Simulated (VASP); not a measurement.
# Be (P6_3/mmc) in VASP: notebook

Be is run at these levels: RPBE; tasks: single point.

Everything below comes from runs of VASP 6.6.1. Logs are shortened: lines on timing, memory, paths and dates and some standing lists are left out, and cuts for length are marked.

### 1 The cell of the first run

It takes space group P6_3/mmc (No. 194, hexagonal). Conventional cell: a = 2.345 Å, b = 2.345 Å, c = 3.680 Å, α = 90.00°, β = 90.00°, γ = 120.00°. Be (site symmetry -6m2) has 12 Be at 2.28 to 2.35 Å within 3.0 Å.

### 2 Single point, RPBE (volume scaled by 1.08)

Contents of INCAR:

```
SYSTEM = Be
  PREC = Accurate
  ENCUT = 520
  EDIFF = 1E-7
  ISMEAR = -1
  SIGMA = 0.1
  LREAL = .FALSE.
  LASPH = .TRUE.
  NELM = 60
  ALGO = Normal
  ISIF = 2
  LWAVE = .FALSE.
  LCHARG = .FALSE.
  GGA = RP
  NBANDS = 9
```

Contents of KPOINTS:

```
regular mesh
0
G
  26 26 14
  0 0 0
```

Contents of POSCAR:

```
Be
1.0
    2.3450091681      0.0000000000      0.0000000000
   -1.1725045841      2.0308375116      0.0000000000
    0.0000000000      0.0000000000      3.6803393678
Be
2
Direct
    0.3333333333      0.6666666667      0.2500000000
    0.6666666667      0.3333333333      0.7500000000
```

Potentials or basis: VASP PAW PBE potentials, release 64 (Be).

The run is started by

```bash
$ cat potpaw_PBE.64/Be/POTCAR > POTCAR
$ mpirun -np 1 vasp_std > vasp.out
```

OUTCAR:

```text
SYSTEM = Be
   PREC = Accurate
   ENCUT = 520
   EDIFF = 1E-7
   ISMEAR = -1
   LREAL = .FALSE.
   LASPH = .TRUE.
   NELM = 60
   ISIF = 2
   GGA = RP

 ion  position               nearest neighbor table
   1  0.333  0.667  0.250-   2 2.28   2 2.28   2 2.28   2 2.28   2 2.28   2 2.28
   2  0.667  0.333  0.750-   1 2.28   1 2.28   1 2.28   1 2.28   1 2.28   1 2.28

  LATTYP: Found a hexagonal cell.
 ALAT       =     2.3450091681
 C/A-ratio  =     1.5694349591

  Lattice vectors:

 A1 = (   2.3450091681,   0.0000000000,   0.0000000000)
 A2 = (  -1.1725045841,   2.0308375116,   0.0000000000)
 A3 = (   0.0000000000,   0.0000000000,   3.6803393678)

Analysis of symmetry for initial positions (statically):
=====================================================================
 Subroutine PRICEL returns:
 Original cell was already a primitive cell.

 Routine SETGRP: Setting up the symmetry group for a
 hexagonal supercell.

 Subroutine GETGRP returns: Found 24 space group operations
 (whereof 12 operations were pure point group operations)
 out of a pool of 24 trial point group operations.

The static configuration has the point symmetry D_3d.
 The point group associated with its full space group is D_6h.

Analysis of symmetry for dynamics (positions and initial velocities):
=====================================================================
 Subroutine PRICEL returns:
 Original cell was already a primitive cell.

 Routine SETGRP: Setting up the symmetry group for a
 hexagonal supercell.

 Subroutine GETGRP returns: Found 24 space group operations
 (whereof 12 operations were pure point group operations)
 out of a pool of 24 trial point group operations.

The dynamic configuration has the point symmetry D_3d.
 The point group associated with its full space group is D_6h.

 Subroutine INISYM returns: Found 24 space group operations
 (whereof 12 operations are pure point group operations),
 and found     1 'primitive' translations

----------------------------------------------------------------------------------------

                                     Primitive cell

  volume of cell :      17.5270

  direct lattice vectors                    reciprocal lattice vectors
     2.345009168  0.000000000  0.000000000     0.426437565  0.246203843  0.000000000
    -1.172504584  2.030837512  0.000000000     0.000000000  0.492407686  0.000000000
     0.000000000  0.000000000  3.680339368     0.000000000  0.000000000  0.271714073

  length of vectors
     2.345009168  2.345009168  3.680339368     0.492407686  0.492407686  0.271714073

  position of ions in fractional coordinates (direct lattice)
     0.333333333  0.666666667  0.250000000
     0.666666667  0.333333333  0.750000000

  ion indices of the primitive-cell ions
   primitive index   ion index
                 1           1
                 2           2

----------------------------------------------------------------------------------------

 KPOINTS: regular mesh

Automatic generation of k-mesh.
 Grid dimensions read from file:
 generate k-points for:   26   26   14

 Generating k-lattice:

  Cartesian coordinates                     Fractional coordinates (reciprocal lattice)
     0.016401445  0.009469379  0.000000000     0.038461538  0.000000000  0.000000000
     0.000000000  0.018938757  0.000000000     0.000000000  0.038461538  0.000000000
     0.000000000  0.000000000  0.019408148     0.000000000  0.000000000  0.071428571

  Length of vectors
     0.018938757  0.018938757  0.019408148

  Shift w.r.t. Gamma in fractional coordinates (k-lattice)
     0.000000000  0.000000000  0.000000000

 Subroutine IBZKPT returns following result:
 ===========================================

 Found    560 irreducible k-points:

 Following reciprocal coordinates:
            Coordinates               Weight
  0.000000  0.000000  0.000000      1.000000
  0.038462  0.000000  0.000000      6.000000
  0.076923  0.000000  0.000000      6.000000
  0.115385  0.000000  0.000000      6.000000
  0.153846  0.000000  0.000000      6.000000
  0.192308  0.000000  0.000000      6.000000
[... 16 lines left out ...]
  0.346154  0.038462  0.000000     12.000000
  0.384615  0.038462  0.000000     12.000000
 [... further k-points ...]
   k-points           NKPTS =    560   k-points in BZ     NKDIM =    560   number of bands    NBANDS=      9
   number of dos      NEDOS =    301   number of ions     NIONS =      2
   total plane-waves  NPLWV =   9072
   dimension x,y,z NGX =    18 NGY =   18 NGZ =   28
   dimension x,y,z NGXF=    36 NGYF=   36 NGZF=   56
   ions per type =               2
   NGX,Y,Z   is equivalent  to a cutoff of  12.76, 12.76, 12.65 a.u.
   NGXF,Y,Z  is equivalent  to a cutoff of  25.52, 25.52, 25.30 a.u.
 SYSTEM =  Be
   PREC   = accura    normal or accurate (medium, high low for compatibility)
   ISTART =      0    job   : 0-new  1-cont  2-samecut
   ICHARG =      2    charge: 1-file 2-atom 10-const
   ISPIN  =      1    spin polarized calculation?
   LNONCOLLINEAR =      F non collinear calculations
   LSORBIT =      F    spin-orbit coupling
   LASPH  =      T    aspherical Exc in radial PAW
   ENCUT  =  520.0 eV  38.22 Ry    6.18 a.u.   4.36  4.36  6.84*2*pi/ulx,y,z
   NELM   =     60;   NELMIN=  2; NELMDL= -5     # of ELM steps
   EDIFF  = 0.1E-06   stopping-criterion for ELM
   LREAL  =      F    real-space projection
   EDIFFG = 0.1E-05   stopping-criterion for IOM
   NSW    =      0    number of steps for IOM
   IBRION =     -1    ionic relax: 0-MD 1-quasi-New 2-CG
   NFREE  =      0    steps in history (QN), initial steepest desc. (CG)
   ISIF   =      2    stress and relaxation
   ISYM   =      2    0-nonsym 1-usesym 2-fastsym
   POTIM  = 0.5000    time-step for ionic-motion
   TEBEG  =    0.0;   TEEND  =   0.0 temperature during run
   PSTRESS=    0.0 pullay stress
   NELECT =       4.0000    total number of electrons
   NUPDOWN=      -1.0000    fix difference up-down
   EMIN   =  10.00;   EMAX   =-10.00  energy-range for DOS
   EFERMI =   0.00;   METHOD = LEGACY
   ISMEAR =    -1;   SIGMA  =   0.10  broadening in eV -4-tet -1-fermi 0-gaus
   EFERMI_NEDOS =   21; number of points for ismear=-14 and -15
   IALGO  =     38    algorithm
   IMIX   =      4    mixing-type and parameters
     AMIX     =   0.40;   BMIX     =  1.00
     AMIX_MAG =   1.60;   BMIX_MAG =  1.00
  volume/ion in A,a.u.               =       8.76        59.14
  Fermi-wavevector in a.u.,A,eV,Ry     =   1.000443  1.890563 13.617880  1.000886
  Thomas-Fermi vector in A             =   2.132800
   LORBIT       =      0    0 simple, 1 ext, 2 COOP (PROOUT), +10 PAW based schemes
   GGA     = RP    functional components
   LHFCALC =     F    Hartree Fock is set to
   AEXX    =    0.0000 exact exchange contribution
   IVDW    =     0    specifies the selected vdW correction
   LEPSILON=     F    determine dielectric tensor
   LRPA    =     F    only Hartree local field effects (RPA)
 non-spin polarized calculation
  energy-cutoff  :      520.00
  volume of cell :       17.53
 maximum number of plane-waves:       494
 NGX is ok and might be reduce to    18
   NGX =  9   NGY =  9   NGZ = 13

 number of electron       4.0000000 magnetization

 Free energy of the ion-electron system (eV)
  ---------------------------------------------------
  ext. energy  EPLUGINS =         0.00000000
  ---------------------------------------------------
  free energy    TOTEN  =        -6.99869907 eV

  energy without entropy =       -6.99525821  energy(sigma->0) =       -6.99697864

 E-fermi :   6.4002     XC(G=0): -10.2732

 val. band max:        6.3844344156   @ k =   0.3462   0.0000   0.0000
 cond. band min:       6.4374635427   @ k =   0.2692   0.1923   0.0714
 fundamental gap:      0.0530291270
 Fermi energy:         6.4001944885

 k-point     1 :       0.0000    0.0000    0.0000
  band No.  band energies     occupation
      1      -4.5347      2.00000
      2       2.2510      2.00000
      3       7.1038      0.00176
      4      21.1395      0.00000
      5      21.1395      0.00000
      6      23.8104      0.00000
      7      23.8104      0.00000
      8      25.8259      0.00000
      9      31.6316      0.00000

 k-point     2 :       0.0385    0.0000    0.0000
  band No.  band energies     occupation
      1      -4.4937      2.00000
      2       2.3028      2.00000
      3       7.1202      0.00149
      4      20.7907      0.00000
      5      20.8748      0.00000
      6      23.8100      0.00000
      7      23.9615      0.00000
      8      25.7512      0.00000
      9      30.7966      0.00000

 k-point     3 :       0.0769    0.0000    0.0000
  band No.  band energies     occupation
      1      -4.3705      2.00000
      2       2.4582      2.00000
      3       7.1684      0.00092
      4      19.8607      0.00000
      5      20.2571      0.00000
      6      23.7831      0.00000
      7      24.2237      0.00000
      8      25.5094      0.00000
      9      29.5045      0.00000

 k-point     4 :       0.1154    0.0000    0.0000
  band No.  band energies     occupation
      1      -4.1651      2.00000
      2       2.7168      2.00000
      3       7.2444      0.00043
      4      18.5739      0.00000
      5      19.5124      0.00000
      6      23.6919      0.00000
      7      24.3572      0.00000
      8      25.0499      0.00000
      9      28.0784      0.00000
[... 205 lines left out ...]
 k-point    22 :       0.3077    0.0385    0.0000
  band No.  band energies     occupation
      1      -1.5429      2.00000
      2       5.9855      1.96886
      3       6.9188      0.01112
      4      11.9153      0.00000
      5      15.6991      0.00000
      6      17.9992      0.00000
      7      19.2968      0.00000
      8      22.7410      0.00000
      9      24.5709      0.00000

 k-point    23 :       0.3462    0.0385    0.0000
  band No.  band energies     occupation
      1      -0.8158      2.00000
      2       6.1749      1.80982
      3       6.8795      0.01643
      4      11.7193      0.00000
      5      15.2589      0.00000
      6      16.4389      0.00000
      7      18.2295      0.00000
      8      22.4611      0.00000
      9      24.4922      0.00000

 k-point    24 :       0.3846    0.0385    0.0000
  band No.  band energies     occupation
      1      -0.0234      2.00000
      2       5.2349      1.99998
      3       7.8434      0.00000
      4      11.8510      0.00000
      5      14.8624      0.00000
      6      14.9554      0.00000
      7      17.3272      0.00000
      8      22.2418      0.00000
      9      24.4466      0.00000

 [... further k-points ...]
[... 5 lines left out ...]
  --------------------------------------------------------------------------------------
  -------------------------------------------------------------------------------------
  Total       -0.8701374     -0.8701374     -0.8853059      0.0000000      0.0000000     -0.0000000
  in kB      -79.5409586    -79.5409586    -80.9275459      0.0000000      0.0000000     -0.0000000
  external PRESSURE =     -80.0031544 kB  Pullay stress =       0.0000000 kB

 VOLUME and BASIS-vectors are now :
 -----------------------------------------------------------------------------
  energy-cutoff  :      520.00
  volume of cell :       17.53
      direct lattice vectors                 reciprocal lattice vectors
     2.345009168  0.000000000  0.000000000     0.426437565  0.246203843  0.000000000
    -1.172504584  2.030837512  0.000000000     0.000000000  0.492407686  0.000000000
     0.000000000  0.000000000  3.680339368     0.000000000  0.000000000  0.271714073

 POSITION                                       TOTAL-FORCE (eV/Angst)
 -----------------------------------------------------------------------------------
     -0.00000      1.35389      0.92008        -0.000000      0.000000      0.000000
      1.17250      0.67695      2.76025         0.000000     -0.000000      0.000000
 -----------------------------------------------------------------------------------
    total drift:                                0.000000     -0.000000      0.000000

  FREE ENERGIE OF THE ION-ELECTRON SYSTEM (eV)
  ---------------------------------------------------
  free  energy   TOTEN  =        -6.9986990726 eV

  energy  without entropy=       -6.9952582063  energy(sigma->0) =       -6.99697864
```

Run time: 47 s. Hardware: 1 thread of Intel Xeon 6975P-C, shared host; peak memory 0.19 GiB.

What came out:

- Free energy: -6.9987 eV
- Pressure: -8.0 GPa
- Band gap on the k mesh: zero (band 2 reaches 7.38 eV, above the bottom of band 3 at 5.75 eV)

Caveat: the PAW data sets were made with another functional, which shifts forces and pressure a little.

### 3 Single point, RPBE (volume scaled by 1.12)

Contents of INCAR:

```
PREC = Accurate ; ENCUT = 520
EDIFF = 1E-7 ; ISMEAR = -1
SIGMA = 0.1 ; LREAL = F
LASPH = T ; NELM = 60
ALGO = Normal ; ISIF = 2
LWAVE = F ; LCHARG = T
GGA = RP ; LELF = T
LVHAR = T ; NBANDS = 9
```

Contents of KPOINTS:

```
Automatic mesh
0
Gamma
  26 26 14
```

Contents of POSCAR:

```
Be
1.0
    2.3736096596      0.0000000000      0.0000000000
   -1.1868048298      2.0556062638      0.0000000000
    0.0000000000      0.0000000000      3.7252259790
Be
2
Direct
    0.3333333333      0.6666666667      0.2500000000
    0.6666666667      0.3333333333      0.7500000000
```

Potentials or basis: VASP PAW PBE potentials, release 64 (Be).

The run is started by

```bash
$ cat potpaw_PBE.64/Be/POTCAR > POTCAR
$ mpirun -np 1 vasp_std > vasp.out
```

Run time: 47 s. Hardware: 1 thread of Intel Xeon 6975P-C, shared host; peak memory 0.19 GiB.

Results (log left out):

```
Free energy            : -6.9598 eV
Pressure               : -11.1 GPa
Band gap on the k mesh : zero (band 2 reaches 7.09 eV, above the bottom of band 3 at 5.48 eV)
```

Stress tensor (GPa, compression positive):
```
-10.89   0.00   0.00
  0.00 -10.89   0.00
  0.00   0.00 -11.53
```

Levels at points of the mesh, in eV from the Fermi level:
```tsv
k point	band 1	band 2	band 3	band 4	band 5
(0.00, 0.00, 0.00)	-10.75	-4.04	0.59	14.31	14.31
(0.50, 0.00, 0.00)	-4.64	-3.14	3.25	5.83	5.91
(0.00, 0.00, 0.50)	-8.68	-8.68	9.62	9.62	15.80
(0.50, 0.00, 0.50)	-3.33	-3.33	1.02	1.02	10.78
```

Caveat: the PAW data sets were made with another functional, which shifts forces and pressure a little.
